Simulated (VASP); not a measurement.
# FePt (P4/mmm) in VASP: single point with PBE+U

Aim: the single point of FePt with PBE+U.

All numbers are computed with VASP 6.6.1; they aren't measurements. Logs are shortened: lines on timing, memory, paths and dates and some standing lists are left out, and cuts for length are marked.

## Step 1: The cell of the first run

It takes space group P4/mmm (No. 123, tetragonal). Conventional cell: a = 2.726 Å, b = 2.726 Å, c = 3.763 Å, α = 90.00°, β = 90.00°, γ = 90.00°. Fe (site symmetry 4/mmm) has 8 Pt at 2.69 Å and 4 Fe at 2.73 Å within 3.6 Å. Pt (site symmetry 4/mmm) has 8 Fe at 2.69 Å and 4 Pt at 2.73 Å within 3.6 Å.

## Step 2: Single point, PBE+U, non-collinear spin, typed start, spin-orbit coupling

Contents of INCAR:

```
PREC = Accurate
ENCUT = 520
EDIFF = 1E-6
ISMEAR = 0
SIGMA = 0.05
LREAL = F
LASPH = T
NELM = 150
ALGO = Normal
ISIF = 2
LWAVE = F
LCHARG = F
MAGMOM = 0 0 2.5 0 0 0
LORBIT = 11
LSORBIT = T
GGA_COMPAT = F
LORBMOM = T
LMAXMIX = 4
LDAU = T
LDAUTYPE = 2
LDAUL = 2 -1
LDAUU = 8 0
LDAUJ = 0 0
LDAUPRINT = 1
GGA = PE
NBANDS = 30
```

Contents of KPOINTS:

```
regular mesh
0
Gamma
  12 12 10
```

Contents of POSCAR:

```
FePt
1.0
    2.7260879325      0.0000000000      0.0000000000
    0.0000000000      2.7260879325      0.0000000000
    0.0000000000      0.0000000000      3.7629914449
Fe Pt
1 1
Direct
    0.5000000000      0.5000000000      0.5000000000
    0.0000000000      0.0000000000      0.0000000000
```

Potentials or basis: VASP PAW PBE potentials, release 64 (Fe, Pt).

On the command line:

```sh
$ cat potpaw_PBE.64/Fe/POTCAR potpaw_PBE.64/Pt/POTCAR > POTCAR
$ mpirun -np 1 vasp_ncl > vasp.out
```

OUTCAR:

```text
PREC = Accurate
   ENCUT = 520
   EDIFF = 1E-6
   ISMEAR = 0
   LREAL = F
   LASPH = T
   NELM = 150
   ISIF = 2
   LORBIT = 11
   LSORBIT = T
   GGA = PE

 ion  position               nearest neighbor table
   1  0.500  0.500  0.500-   2 2.69   2 2.69   2 2.69   2 2.69   2 2.69   2 2.69   2 2.69   2 2.69

   2  0.000  0.000  0.000-   1 2.69   1 2.69   1 2.69   1 2.69   1 2.69   1 2.69   1 2.69   1 2.69

  LATTYP: Found a simple tetragonal cell.
 ALAT       =     2.7260879325
 C/A-ratio  =     1.3803631937

  Lattice vectors:

 A1 = (   2.7260879325,   0.0000000000,   0.0000000000)
 A2 = (   0.0000000000,   2.7260879325,   0.0000000000)
 A3 = (   0.0000000000,   0.0000000000,   3.7629914449)

Analysis of symmetry for initial positions (statically):
=====================================================================
 Subroutine PRICEL returns:
 Original cell was already a primitive cell.

 Routine SETGRP: Setting up the symmetry group for a
 simple tetragonal supercell.

 Subroutine GETGRP returns: Found 16 space group operations
 (whereof 16 operations were pure point group operations)
 out of a pool of 16 trial point group operations.

The static configuration has the point symmetry D_4h.

Analysis of symmetry for dynamics (positions and initial velocities):
=====================================================================
 Subroutine PRICEL returns:
 Original cell was already a primitive cell.

 Routine SETGRP: Setting up the symmetry group for a
 simple tetragonal supercell.

 Subroutine GETGRP returns: Found 16 space group operations
 (whereof 16 operations were pure point group operations)
 out of a pool of 16 trial point group operations.

The dynamic configuration has the point symmetry D_4h.

Analysis of structural, dynamic, and magnetic symmetry:
=====================================================================
 Subroutine PRICEL returns:
 Original cell was already a primitive cell.

 Routine SETGRP: Setting up the symmetry group for a
 simple tetragonal supercell.

 Subroutine GETGRP returns: Found  8 space group operations
 (whereof  8 operations were pure point group operations)
 out of a pool of 16 trial point group operations.

The overall configuration has the point symmetry C_4h.

 Subroutine INISYM returns: Found  8 space group operations
 (whereof  8 operations are pure point group operations),
 and found     1 'primitive' translations

----------------------------------------------------------------------------------------

                                     Primitive cell

  volume of cell :      27.9649

  direct lattice vectors                    reciprocal lattice vectors
     2.726087933  0.000000000  0.000000000     0.366826025  0.000000000  0.000000000
     0.000000000  2.726087933  0.000000000     0.000000000  0.366826025  0.000000000
     0.000000000  0.000000000  3.762991445     0.000000000  0.000000000  0.265746020

  length of vectors
     2.726087933  2.726087933  3.762991445     0.366826025  0.366826025  0.265746020

  position of ions in fractional coordinates (direct lattice)
     0.500000000  0.500000000  0.500000000
     0.000000000  0.000000000  0.000000000

  ion indices of the primitive-cell ions
   primitive index   ion index
                 1           1
                 2           2

----------------------------------------------------------------------------------------

 KPOINTS: regular mesh

Automatic generation of k-mesh.
 Grid dimensions read from file:
 generate k-points for:   12   12   10

 Generating k-lattice:

  Cartesian coordinates                     Fractional coordinates (reciprocal lattice)
     0.030568835  0.000000000  0.000000000     0.083333333  0.000000000  0.000000000
     0.000000000  0.030568835  0.000000000     0.000000000  0.083333333  0.000000000
     0.000000000  0.000000000  0.026574602     0.000000000  0.000000000  0.100000000

  Length of vectors
     0.030568835  0.030568835  0.026574602

  Shift w.r.t. Gamma in fractional coordinates (k-lattice)
     0.000000000  0.000000000  0.000000000

[... 129 lines left out ...]
  0.0005 -0.0000 -0.0000  0.0000  0.9573      0.0421 -0.0000  0.0000  0.0000  0.0000

 occupancies and eigenvectors

  o =  0.0420  v =  0.0000 -0.0006  0.0000  0.0045 -0.0000  0.1370  0.0000  0.0000 -0.0000  0.0454      0.0000  0.0045  0.0000  0.0006 -0.0000 -0.9895  0.0000 -0.0000  0.0000  0.0069
  o =  0.0463  v = -0.0000  0.0069  0.0000  0.0107  0.0000 -0.0000  0.0000  0.8390 -0.0000  0.0000      0.0000 -0.0107 -0.0000  0.0069 -0.0000 -0.0000 -0.0000  0.5439  0.0000  0.0000
  o =  0.0795  v = -0.0088  0.0000 -0.0000  0.0000  0.0000 -0.0000 -0.7070 -0.0000  0.0005  0.0000      0.0000  0.0000 -0.0000  0.0000 -0.0170 -0.0000 -0.0005  0.0000 -0.7070 -0.0000
  o =  0.0858  v =  0.0000 -0.0000  0.0029 -0.0000 -0.0000 -0.0000 -0.6940 -0.0000 -0.1350 -0.0000      0.0000 -0.0000 -0.0148  0.0000  0.0000  0.0000 -0.1350  0.0000  0.6940 -0.0000
  o =  0.9592  v = -0.0000 -0.0008  0.0000 -0.0101  0.0000  0.0047 -0.0000 -0.0000  0.0000  0.9948      0.0000 -0.0101  0.0000  0.0008 -0.0000  0.0456  0.0000  0.0000  0.0000 -0.0900
  o =  0.9794  v =  0.0910  0.0000  0.0000  0.0000  0.0370  0.0000 -0.0126  0.0000 -0.0004  0.0000      0.0000 -0.0000 -0.0000  0.0000  0.9950 -0.0000  0.0004 -0.0000 -0.0126 -0.0000
  o =  0.9807  v =  0.9958 -0.0000 -0.0000  0.0000 -0.0034 -0.0000 -0.0051 -0.0000  0.0000  0.0000      0.0000  0.0000  0.0000  0.0000 -0.0911  0.0000 -0.0000  0.0000 -0.0051  0.0000
  o =  0.9875  v =  0.0000  0.0000  0.9997  0.0000  0.0000 -0.0000  0.0002  0.0000  0.0106  0.0000      0.0000  0.0000 -0.0182  0.0000 -0.0000  0.0000  0.0106 -0.0000 -0.0002  0.0000
  o =  0.9901  v = -0.0000 -0.6009 -0.0000  0.3725  0.0000 -0.0060  0.0000  0.0000 -0.0000  0.0075      0.0000  0.3725 -0.0000  0.6009  0.0000  0.0037 -0.0000  0.0000 -0.0000  0.0118
  o =  0.9909  v = -0.0000 -0.6302  0.0000  0.3204 -0.0000  0.0000  0.0000 -0.0082  0.0000  0.0000      0.0000 -0.3204 -0.0000 -0.6302  0.0000  0.0000  0.0000  0.0161 -0.0000 -0.0000

 number of electron      17.9999987 magnetization      -0.0000000     -0.0000000      3.7811148

 Free energy of the ion-electron system (eV)
  ---------------------------------------------------
  ext. energy  EPLUGINS =         0.00000000
  ---------------------------------------------------
  free energy    TOTEN  =       -11.62821411 eV

  energy without entropy =      -11.62754328  energy(sigma->0) =      -11.62787870

 E-fermi :   8.9957     XC(G=0): -12.9121

 val. band max:        8.9868490580   @ k =   0.0000   0.0000   0.2000
 cond. band min:       8.9969900297   @ k =   0.5000   0.1667   0.3000
 fundamental gap:      0.0101409717
 Fermi energy:         8.9957471352

 k-point     1 :       0.0000    0.0000    0.0000
  band No.  band energies     occupation
      1      -1.0016      1.00000
      2      -0.6664      1.00000
      3      -0.2621      1.00000
      4       1.0783      1.00000
      5       1.1088      1.00000
      6       1.1948      1.00000
[... 781 lines left out ...]
     29      20.0107      0.00000
     30      21.3525      0.00000

 [... further k-points ...]

------------------------ aborting loop because EDIFF is reached ----------------------------------------

  FORCE on cell =-STRESS in cart. coord.  units (eV):
  Direction    XX          YY          ZZ          XY          YZ          ZX
  --------------------------------------------------------------------------------------
  -------------------------------------------------------------------------------------
  Total        3.8939847      3.8939847      2.6338931      0.0000168     -0.0000000      0.0000000
  in kB      223.0960479    223.0960479    150.9022708      0.0009650     -0.0000000      0.0000000
  external PRESSURE =     199.0314555 kB  Pullay stress =       0.0000000 kB

 VOLUME and BASIS-vectors are now :
 -----------------------------------------------------------------------------
  energy-cutoff  :      520.00
  volume of cell :       27.96
      direct lattice vectors                 reciprocal lattice vectors
     2.726087933  0.000000000  0.000000000     0.366826025  0.000000000  0.000000000
     0.000000000  2.726087933  0.000000000     0.000000000  0.366826025  0.000000000
     0.000000000  0.000000000  3.762991445     0.000000000  0.000000000  0.265746020

 POSITION                                       TOTAL-FORCE (eV/Angst)
 -----------------------------------------------------------------------------------
      1.36304      1.36304      1.88150         0.000000      0.000000      0.000000
      0.00000      0.00000      0.00000         0.000000      0.000000      0.000000
 -----------------------------------------------------------------------------------
    total drift:                               -0.000000      0.000000      0.000000

  FREE ENERGIE OF THE ION-ELECTRON SYSTEM (eV)
  ---------------------------------------------------
  free  energy   TOTEN  =       -11.6282141136 eV

  energy  without entropy=      -11.6275432814  energy(sigma->0) =      -11.62787870

 orbital moment (x)

 # of ion     p       d       tot
 ----------------------------------------
  1         0.000  -0.000  -0.000
  2         0.000   0.000   0.000
 ----------------------------------------
            0.000  -0.000  -0.000

 orbital moment (y)

 # of ion     p       d       tot
 ----------------------------------------
  1         0.000   0.000   0.000
  2         0.000  -0.000  -0.000
 ----------------------------------------
            0.000  -0.000  -0.000

 orbital moment (z)

 # of ion     p       d       tot
 ----------------------------------------
  1        -0.001   0.173   0.173
  2         0.005  -0.000   0.005
 ----------------------------------------
            0.005   0.173   0.178

 Spin-Orbit-Coupling matrix elements

 Ion:    1  E_soc:     -0.0149667
 l=   1
     0.0000000    -0.0003508    -0.0003167
    -0.0003508     0.0000000    -0.0003508
    -0.0003167    -0.0003508     0.0000000
 l=   2
     0.0000000    -0.0002937     0.0000000    -0.0002937    -0.0026180
    -0.0002937     0.0000000    -0.0011910    -0.0001200    -0.0003788
     0.0000000    -0.0011910     0.0000000    -0.0011910     0.0000000
    -0.0002937    -0.0001200    -0.0011910     0.0000000    -0.0003788
    -0.0026180    -0.0003788     0.0000000    -0.0003788     0.0000000
 l=   3
     0.0000000     0.0000000     0.0000000     0.0000000     0.0000000     0.0000000     0.0000000
     0.0000000     0.0000000     0.0000000     0.0000000     0.0000000     0.0000000     0.0000000
     0.0000000     0.0000000     0.0000000     0.0000000     0.0000000     0.0000000     0.0000000
     0.0000000     0.0000000     0.0000000     0.0000000     0.0000000     0.0000000     0.0000000
     0.0000000     0.0000000     0.0000000     0.0000000     0.0000000     0.0000000     0.0000000
     0.0000000     0.0000000     0.0000000     0.0000000     0.0000000     0.0000000     0.0000000
     0.0000000     0.0000000     0.0000000     0.0000000     0.0000000     0.0000000     0.0000000

 Ion:    2  E_soc:     -0.6843153
 l=   1
     0.0000000    -0.0376696    -0.0421491
    -0.0376696     0.0000000    -0.0376696
    -0.0421491    -0.0376696     0.0000000
 l=   2
     0.0000000    -0.0131196     0.0000000    -0.0131196    -0.0636168
    -0.0131196     0.0000000    -0.0450403    -0.0137252    -0.0155038
     0.0000000    -0.0450403     0.0000000    -0.0450403     0.0000000
    -0.0131196    -0.0137252    -0.0450403     0.0000000    -0.0155038
    -0.0636168    -0.0155038     0.0000000    -0.0155038     0.0000000
 l=   3
     0.0000000     0.0000000     0.0000000     0.0000000     0.0000000     0.0000000     0.0000000
     0.0000000     0.0000000     0.0000000     0.0000000     0.0000000     0.0000000     0.0000000
     0.0000000     0.0000000     0.0000000     0.0000000     0.0000000     0.0000000     0.0000000
     0.0000000     0.0000000     0.0000000     0.0000000     0.0000000     0.0000000     0.0000000
     0.0000000     0.0000000     0.0000000     0.0000000     0.0000000     0.0000000     0.0000000
     0.0000000     0.0000000     0.0000000     0.0000000     0.0000000     0.0000000     0.0000000
     0.0000000     0.0000000     0.0000000     0.0000000     0.0000000     0.0000000     0.0000000

 total charge

# of ion       s       p       d       tot
------------------------------------------
    1        0.425   0.467   6.116   7.009
    2        0.740   0.640   8.166   9.546
--------------------------------------------------
tot          1.166   1.108  14.282  16.555

 magnetization (x)

# of ion       s       p       d       tot
------------------------------------------
    1        0.000   0.000   0.000   0.000
    2       -0.000  -0.000  -0.000  -0.000
--------------------------------------------------
tot          0.000  -0.000  -0.000  -0.000

 magnetization (y)

# of ion       s       p       d       tot
------------------------------------------
    1        0.000   0.000   0.000   0.000
    2        0.000   0.000  -0.000  -0.000
--------------------------------------------------
tot          0.000   0.000  -0.000  -0.000

 magnetization (z)

# of ion       s       p       d       tot
------------------------------------------
    1        0.027   0.019   3.705   3.750
    2       -0.031  -0.027   0.107   0.049
--------------------------------------------------
tot         -0.005  -0.008   3.812   3.799
```

Run time: 23 min. Hardware: 1 thread of Oxide Virtual Turin-like, shared host; peak memory 0.38 GiB.

Results:

| Quantity | Value |
| --- | --- |
| Free energy | -11.6282 eV |
| Pressure | 19.9 GPa |
| Net moment | 3.78 μB per cell |
| Valence electrons inside the program's atomic spheres | Fe 7.01; Pt 9.55 |

Stress tensor (GPa, compression positive):
```
22.31  0.00  0.00
 0.00 22.31  0.00
 0.00  0.00 15.09
```

Moments on the atoms (μB; x, y, z):
```
Fe  0.00 0.00 3.75
Pt  0.00 0.00 0.05
```

Caveat: the stress differs along the axes, from 15 to 22 GPa; the U is typed as a test and isn't derived for this compound.
